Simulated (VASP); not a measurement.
Input of a VASP 6.6.1 run:

File INCAR:

```
SYSTEM = BaS
ALGO     = Normal         ! electronic algorithm
EDIFF    = 1E-6           ! SCF threshold, eV
ENCUT    = 500            ! plane-wave cutoff, eV
GGA      = CA             ! functional
GGA_COMPAT= .FALSE.      
ISIF     = 2              ! what is computed and relaxed
ISMEAR   = -1             ! smearing method
LASPH    = .TRUE.         ! aspherical terms in the spheres
LCHARG   = .FALSE.        ! write CHGCAR
LREAL    = .FALSE.        ! projectors in reciprocal space
LWAVE    = .FALSE.        ! write WAVECAR
NBANDS   = 15             ! bands
NELM     = 120            ! most SCF steps
PREC     = Accurate       ! precision mode
SIGMA    = 0.1            ! smearing width, eV
```

The input KPOINTS:

```
k-points
0
G
  11 11 11
  0 0 0
```

File POSCAR:

```
BaS
1.0
    0.0000000000      2.3661799004      2.3661799004
    2.3661799004      0.0000000000      2.3661799004
    2.3661799004      2.3661799004      0.0000000000
Ba S
1 1
Direct
    0.0000000000      0.0000000000      0.0000000000
    0.5000000000      0.5000000000      0.5000000000
```

Potentials or basis: VASP PAW LDA potentials, release 64 (Ba_sv, S).

Command:

```bash
$ cat potpaw_LDA.64/Ba_sv/POTCAR potpaw_LDA.64/S/POTCAR > POTCAR
$ mpirun -np 1 vasp_std > vasp.out
```

Problem. What does it give for the band gap on the k mesh?

Solution. Zero (bands 8 and 9 overlap by 2.64 eV).

Problem. Predict the pressure.

Solution. 207.9 GPa.

Caveat: the cell stands under pressure; spin-orbit coupling is left out, which moves the levels of the heavy elements.
